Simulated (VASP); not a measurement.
## ZnS: relaxation of cell and atoms with PBEsol

The system is ZnS.

```
CELL_PARAMETERS angstrom
0.00000 2.70200 2.70200
2.70200 0.00000 2.70200
2.70200 2.70200 0.00000
ATOMIC_POSITIONS crystal
Zn 0.75000 0.75000 0.75000
S 0.00000 0.00000 0.00000
```

| Property | Result |
| --- | --- |
| Program | VASP 6.6.1 |
| Task | relaxation of cell and atoms |
| Functional | PBEsol |
| Potentials or basis | VASP PAW PBE potentials, release 64 (Zn, S) |
| Cutoff | 600 eV |
| k mesh | 9 × 9 × 9 |
| Occupations | fermi-dirac, width 0.05 eV |
| Spin | no spin polarisation |
| Target pressure | 10 GPa |
| Dipole correction | no |
| Further INCAR settings | ALGO = Normal; EDIFF = 1e-07; IBRION = 2; EDIFFG = -0.01; NSW = 80; ISIF = 3 |

The relaxed volume is 17.40 Å³/atom, the relaxed cell is a = 3.665 Å, b = 3.665 Å, c = 3.665 Å, α = 60.00°, β = 60.00°, γ = 60.00° and the space group after relaxing (to 0.1 Å) is F-43m (No. 216). The energy change on relaxing (the run minimises the enthalpy) is +50.1 meV/atom, the ionic steps are 6 and the pressure after relaxing is 10.0 GPa. The band gap on the k mesh is 2.54 eV.

Step by step:
| step | energy change (eV) | largest force (eV/Å) | pressure (GPa) | volume (Å³) |
| --- | --- | --- | --- | --- |
| 1 | 0.0000 | 0.0000 | -1.79 | 39.45 |
| 2 | 0.4113 | 0.0000 | 23.47 | 31.73 |
| 3 | 0.0973 | 0.0000 | 9.81 | 34.85 |
| 4 | 0.1028 | 0.0000 | 10.15 | 34.76 |
| 5 | 0.0981 | 0.0000 | 9.88 | 34.84 |
| 6 | 0.1003 | 0.0000 | 10.00 | 34.80 |

Final structure:
```xyz
2
Lattice="0.0000 2.5914 2.5914 2.5914 0.0000 2.5914 2.5914 2.5914 0.0000" Properties=species:S:1:pos:R:3 pbc="T T T"
Zn    3.8871    3.8871    3.8871
S     0.0000    0.0000    0.0000
```

Levels at points of the mesh, in eV from the valence-band top:
| k point | band 6 | band 7 | band 8 | band 9 | band 10 | band 11 | band 12 | band 13 |
| --- | --- | --- | --- | --- | --- | --- | --- | --- |
| (0.00, 0.00, 0.00) | -6.32 | 0.00 | 0.00 | 0.00 | 2.54 | 6.18 | 6.18 | 6.18 |

Run time: 95 s on 1 thread of Intel Xeon 8259CL (shared host), peak memory 0.2 GiB.

Caveat: the cell is relaxed towards a set pressure, so the run minimises the enthalpy, not the energy; the PAW data sets were made with another functional, which shifts forces and pressure a little; an odd mesh through Γ misses points on the zone boundary, where band edges can lie. A hybrid or GW would open this gap; PBEsol tends to underestimate it.
